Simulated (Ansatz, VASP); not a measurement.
# PtSe2 in VASP and in Ansatz

```
Pt Se
1.0
     3.72400    0.00000    0.00000
    -1.86200    3.22508    0.00000
     0.00000    0.00000    5.06200
Pt Se
1 2
Direct
  0.00000 0.00000 0.00000
  0.33333 0.66667 0.25000
  0.66667 0.33333 0.75000
```

Alike in both runs: task relaxation of cell and atoms; functional PBE; dispersion D3(BJ); k mesh 6 × 6 × 4; occupations gaussian, width 0.1 eV; no spin polarisation.

|  | VASP | Ansatz |
| --- | --- | --- |
| version | VASP 6.6.1 | Ansatz 0.2.0 |
| potentials or method | VASP PAW PBE potentials, release 64 (Pt, Se), cutoff 600 eV | scalar-relativistic, plane waves, PAW |
| valence electrons in the cell | 22 | 50 |

```csv
,VASP,Ansatz,Ansatz less VASP
"gap on the k mesh at the Fermi level, each at its own relaxed structure (eV)",none,none,-
relaxed volume (Å³/atom),19.79,19.90,+0.118
relaxed cell length with the largest relative difference (Å),4.834,4.865,+0.0312
```

A gap of «none» marks a metal or a gap that the smearing closes. VASP's potentials hold 22 valence electrons a cell and Ansatz's 50, so a difference there can come from the potentials and not from the codes.

Spin-orbit coupling is off throughout.
